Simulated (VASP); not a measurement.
Wanted: the native input for a VASP 6.6.1 run.

```
Task                   : single point
Functional             : PBE
Potentials or basis    : VASP PAW PBE potentials, release 64 (Pt, Se)
Cutoff                 : 520 eV
k mesh                 : 12 × 12 × 10
Occupations            : gaussian, width 0.15 eV
Spin                   : no spin polarisation
Dipole correction      : no
Further INCAR settings : ALGO = Normal; EDIFF = 1e-07; NBANDS = 18
```

The structure of PtSe2 lies in POSCAR:

```
PtSe2
1.0
    3.6122805865      0.0000000000      0.0000000000
   -1.8061402932      3.1283267535      0.0000000000
    0.0000000000      0.0000000000      4.9101400000
Pt Se
1 2
Direct
    0.0000000000      0.0000000000      0.0000000000
    0.3333333333      0.6666666667      0.2500000000
    0.6666666667      0.3333333333      0.7500000000
```

This cell differs from its parent crystal: strain -0.030 along x and y, -0.030 along z.

The input as run:

INCAR

```
SYSTEM = PtSe2
PREC = Accurate ; ENCUT = 520
EDIFF = 1E-7 ; ISMEAR = 0
SIGMA = 0.15 ; LREAL = .False.
LASPH = .True. ; NELM = 80
ALGO = Normal ; ISIF = 2
LWAVE = .False. ; LCHARG = .False.
GGA = PE ; NBANDS = 18
```

KPOINTS

```
regular mesh
0
Gamma
  12 12 10
  0 0 0
```

Potentials or basis: VASP PAW PBE potentials, release 64 (Pt, Se).

Launch:

```sh
$ cat potpaw_PBE.64/Pt/POTCAR potpaw_PBE.64/Se/POTCAR > POTCAR
$ mpirun -np 1 vasp_std > vasp.out
```

It gave:

```
Pressure               : 23.8 GPa
Largest force          : 1.941 eV/Å
Band gap on the k mesh : zero (band 11 reaches 8.28 eV, above the bottom of band 12 at 7.90 eV)
```

Caveat: the cell differs from its parent crystal (strain -0.030 along x and y, -0.030 along z); spin-orbit coupling is left out, which moves the levels of the heavy elements; forces of over 1 eV/Å act on the atoms, so gaps and moduli don't describe the material at rest.

It took 2.4 min on 1 thread of AMD EPYC 7R43 64-Core Processor (Zen 3), with other jobs on the host, peak memory 0.27 GiB.
